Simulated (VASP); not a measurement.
# O (Fmmm) in VASP: single point with PBEsol

Aim: the single point of O with PBEsol.

All numbers are computed with VASP 6.6.1; they aren't measurements. Logs are shortened: lines on timing, memory, paths and dates and some standing lists are left out, and cuts for length are marked.

## Step 1: The cell of the first run

It takes space group Fmmm (No. 69, orthorhombic). The conventional cell has a = 2.957 Å, b = 4.215 Å, c = 6.690 Å, α = 90.00°, β = 90.00°, γ = 90.00°. O (site symmetry mm2) has 1 O at 1.17 Å within 1.6 Å.

## Step 2: Single point, PBEsol, collinear spin, ferromagnetic start

Contents of INCAR:

```
ALGO     = Normal         # electronic algorithm
EDIFF    = 1E-6           # SCF threshold, eV
ENCUT    = 520            # plane-wave cutoff, eV
GGA      = PS             # functional
ISIF     = 2              # what is computed and relaxed
ISMEAR   = 0              # smearing method
ISPIN    = 2              # spin polarisation
LASPH    = T              # aspherical terms in the spheres
LCHARG   = T              # write CHGCAR
LELF     = T              # ELF
LORBIT   = 11             # projections on sites
LREAL    = F              # projectors in reciprocal space
LVHAR    = T            
LWAVE    = F              # write WAVECAR
MAGMOM   = 1 1            # initial moments
NBANDS   = 17             # bands
NELM     = 150            # most SCF steps
PREC     = Accurate       # precision mode
SIGMA    = 0.1            # smearing width, eV
```

Contents of KPOINTS:

```
k-points
0
Gamma
  8 8 8
```

Contents of POSCAR:

```
O
1.0
    0.0000000000      2.1075500000      3.3448500000
    1.4783500000      0.0000000000      3.3448500000
    1.4783500000      2.1075500000      0.0000000000
O
2
Direct
    0.0871000000      0.0871000000      0.9129000000
    0.9129000000      0.9129000000      0.0871000000
```

Potentials or basis: VASP PAW PBE potentials, release 64 (O).

Started as:

```
$ cat potpaw_PBE.64/O/POTCAR > POTCAR
$ mpirun -np 1 vasp_std > vasp.out
```

OUTCAR:

```text
EDIFF = 1E-6
   ENCUT = 520
   GGA = PS
   ISIF = 2
   ISMEAR = 0
   ISPIN = 2
   LASPH = T
   LORBIT = 11
   LREAL = F
   NELM = 150
   PREC = Accurate

 ion  position               nearest neighbor table
   1  0.087  0.087  0.913-   2 1.17
   2  0.913  0.913  0.087-   1 1.17

  LATTYP: Found a face centered orthorhombic cell.
 ALAT       =     2.9567000000
 B/A-ratio  =     1.4256096324
 C/A-ratio  =     2.2625562282

  Lattice vectors:

 A1 = (   0.0000000000,   2.1075500000,   3.3448500000)
 A2 = (   1.4783500000,   0.0000000000,   3.3448500000)
 A3 = (   1.4783500000,   2.1075500000,   0.0000000000)

Analysis of symmetry for initial positions (statically):
=====================================================================
 Subroutine PRICEL returns:
 Original cell was already a primitive cell.

 Routine SETGRP: Setting up the symmetry group for a
 face centered orthorhombic supercell.

 Subroutine GETGRP returns: Found  8 space group operations
 (whereof  8 operations were pure point group operations)
 out of a pool of  8 trial point group operations.

The static configuration has the point symmetry D_2h.

Analysis of symmetry for dynamics (positions and initial velocities):
=====================================================================
 Subroutine PRICEL returns:
 Original cell was already a primitive cell.

 Routine SETGRP: Setting up the symmetry group for a
 face centered orthorhombic supercell.

 Subroutine GETGRP returns: Found  8 space group operations
 (whereof  8 operations were pure point group operations)
 out of a pool of  8 trial point group operations.

The dynamic configuration has the point symmetry D_2h.

Analysis of structural, dynamic, and magnetic symmetry:
=====================================================================
 Subroutine PRICEL returns:
 Original cell was already a primitive cell.

 Routine SETGRP: Setting up the symmetry group for a
 face centered orthorhombic supercell.

 Subroutine GETGRP returns: Found  8 space group operations
 (whereof  8 operations were pure point group operations)
 out of a pool of  8 trial point group operations.

The overall configuration has the point symmetry D_2h.

 Subroutine INISYM returns: Found  8 space group operations
 (whereof  8 operations are pure point group operations),
 and found     1 'primitive' translations

----------------------------------------------------------------------------------------
[... 110 lines left out ...]
   IALGO  =     38    algorithm
   IMIX   =      4    mixing-type and parameters
     AMIX     =   0.40;   BMIX     =  1.00
     AMIX_MAG =   1.60;   BMIX_MAG =  1.00
  volume/ion in A,a.u.               =      10.42        70.33
  Fermi-wavevector in a.u.,A,eV,Ry     =   1.361909  2.573634 25.236021  1.854795
  Thomas-Fermi vector in A             =   2.488444
   LORBIT       =     11    0 simple, 1 ext, 2 COOP (PROOUT), +10 PAW based schemes
   GGA     = PS    functional components
   LHFCALC =     F    Hartree Fock is set to
   AEXX    =    0.0000 exact exchange contribution
   IVDW    =     0    specifies the selected vdW correction
   LEPSILON=     F    determine dielectric tensor
   LRPA    =     F    only Hartree local field effects (RPA)
 spin polarized calculation
 Gauss-broadening in eV      SIGMA  =   0.10
  energy-cutoff  :      520.00
  volume of cell :       20.84
 maximum number of plane-waves:       582
 NGX is ok and might be reduce to    30
   NGX = 15   NGY = 13   NGZ =  9

 number of electron      12.0000001 magnetization       0.0046884

 Free energy of the ion-electron system (eV)
  ---------------------------------------------------
  ext. energy  EPLUGINS =         0.00000000
  ---------------------------------------------------
  free energy    TOTEN  =        -9.92064507 eV

  energy without entropy =       -9.91383222  energy(sigma->0) =       -9.91723865

 E-fermi :   1.3862     XC(G=0): -10.1810

 val. band max:        1.3714670732   @ k =   0.5000   0.2500   0.1250
 cond. band min:       1.4062422600   @ k =  -0.2500   0.2500   0.3750
 fundamental gap:      0.0347751868
 Fermi energy:         1.3861520449

 spin component 1

 k-point     1 :       0.0000    0.0000    0.0000
  band No.  band energies     occupation
      1     -27.4570      1.00000
      2     -12.4947      1.00000
      3      -8.3027      1.00000
      4      -5.2595      1.00000
      5      -4.9318      1.00000
      6       1.9850      0.00000
[... 459 lines left out ...]
      6       0.4308      1.00000
[... 9 lines left out ...]
     16      32.9853      0.00000
     17      35.6303      0.00000

 [... further k-points ...]

 spin component 2

 k-point     1 :       0.0000    0.0000    0.0000
  band No.  band energies     occupation
      1     -27.4541      1.00000
      2     -12.4904      1.00000
      3      -8.3005      1.00000
      4      -5.2546      1.00000
      5      -4.9270      1.00000
      6       1.9909      0.00000
[... 459 lines left out ...]
      6       0.4360      1.00000
[... 9 lines left out ...]
     16      32.9865      0.00000
     17      35.6323      0.00000

 [... further k-points ...]
[... 5 lines left out ...]
  --------------------------------------------------------------------------------------
  -------------------------------------------------------------------------------------
  Total       -0.6697859     -1.2939551      7.2683653      0.0000000      0.0000000      0.0000000
  in kB      -51.4854861    -99.4644755    558.7088303      0.0000000      0.0000000      0.0000000
  external PRESSURE =     135.9196229 kB  Pullay stress =       0.0000000 kB

 VOLUME and BASIS-vectors are now :
 -----------------------------------------------------------------------------
  energy-cutoff  :      520.00
  volume of cell :       20.84
      direct lattice vectors                 reciprocal lattice vectors
     0.000000000  2.107550000  3.344850000    -0.338214902  0.237242296  0.149483534
     1.478350000  0.000000000  3.344850000     0.338214902 -0.237242296  0.149483534
     1.478350000  2.107550000  0.000000000     0.338214902  0.237242296 -0.149483534

 POSITION                                       TOTAL-FORCE (eV/Angst)
 -----------------------------------------------------------------------------------
      1.47835      2.10755      0.58267         0.000000      0.000000      5.414573
      1.47835      2.10755      6.10703         0.000000      0.000000     -5.414573
 -----------------------------------------------------------------------------------
    total drift:                                0.000000      0.000000      0.000000

  FREE ENERGIE OF THE ION-ELECTRON SYSTEM (eV)
  ---------------------------------------------------
  free  energy   TOTEN  =        -9.9206450703 eV

  energy  without entropy=       -9.9138322243  energy(sigma->0) =       -9.91723865

 total charge

# of ion       s       p       d       tot
------------------------------------------
    1        1.624   3.353   0.000   4.977
    2        1.624   3.353   0.000   4.977
--------------------------------------------------
tot          3.247   6.707   0.000   9.954

 magnetization (x)

# of ion       s       p       d       tot
------------------------------------------
    1        0.000   0.002   0.000   0.002
    2        0.000   0.002   0.000   0.002
--------------------------------------------------
tot          0.000   0.003   0.000   0.003
```

stdout:

```text
POSCAR found type information on POSCAR O
 POSCAR found :  1 types and       2 ions
 scaLAPACK will be used
 -----------------------------------------------------------------------------
|                                                                             |
|                                                                             |
|     You enforced a specific xc type in the INCAR file but a different       |
|     I HOPE YOU KNOW WHAT YOU ARE DOING!                                     |
|                                                                             |
 -----------------------------------------------------------------------------

 LDA part: xc-table for (Slater+PW92), standard interpolation
 POSCAR, INCAR and KPOINTS ok, starting setup
 FFT: planning ... GRIDC
 FFT: planning ... GRID_SOFT
 FFT: planning ... GRID
 WAVECAR not read
 entering main loop
```

Run time: 1.8 min. Hardware: 1 thread of Intel Xeon 6975P-C (Granite Rapids), shared host; peak memory 0.18 GiB.

Results:

```yaml
Free_energy: -9.9206 eV
Pressure: 13.6 GPa
Largest_force: 5.415 eV/Å
Band_gap_on_the_k_mesh: zero (filled and empty bands overlap)
Net_moment: 0.00 μB per cell
Valence_electrons_inside_the_program's_atomic_spheres: O 4.98
```

Forces on the atoms (eV/Å):
```
O    0.000  0.000  5.415
O    0.000  0.000 -5.415
```

Stress tensor (GPa, compression positive):
```
-5.15  0.00  0.00
 0.00 -9.95  0.00
 0.00  0.00 55.87
```

Levels at points of the mesh, in eV from the Fermi level:
Spin up:
```
           k point  band 3  band 4  band 5  band 6  band 7  band 8  band 9  band 10
(0.00, 0.00, 0.00)   -9.69   -6.65   -6.32    0.60    1.17    9.16   12.11    15.17
(0.50, 0.00, 0.00)   -9.58   -7.79   -6.69   -1.39    0.93   10.60   13.70    15.26
(0.50, 0.50, 0.00)   -7.22   -6.86   -6.35    1.15    1.25    8.36    8.95    14.76
(0.50, 0.00, 0.50)   -9.73   -7.99   -7.77   -0.79   -0.47   11.67   12.19    13.67
(0.00, 0.50, 0.50)   -9.31   -8.07   -6.67   -2.07    0.34   10.80   11.07    16.33
```
Spin down:
```csv
k point,band 4,band 5,band 6,band 7,band 8,band 9
"(0.00, 0.00, 0.00)",-6.64,-6.31,0.60,1.18,9.17,12.11
"(0.50, 0.00, 0.00)",-7.79,-6.69,-1.39,0.93,10.60,13.70
"(0.50, 0.50, 0.00)",-6.86,-6.34,1.15,1.26,8.36,8.95
"(0.50, 0.00, 0.50)",-7.98,-7.76,-0.78,-0.47,11.67,12.19
"(0.00, 0.50, 0.50)",-8.06,-6.67,-2.07,0.35,10.81,11.07
```

Caveat: the standard files for N, O and F lose accuracy on very short bonds; the cell stands under pressure; this functional lacks dispersion, which holds the molecules together, so the pressure and a relaxed volume are unreliable; the PAW data sets were made with another functional, which shifts forces and pressure a little.
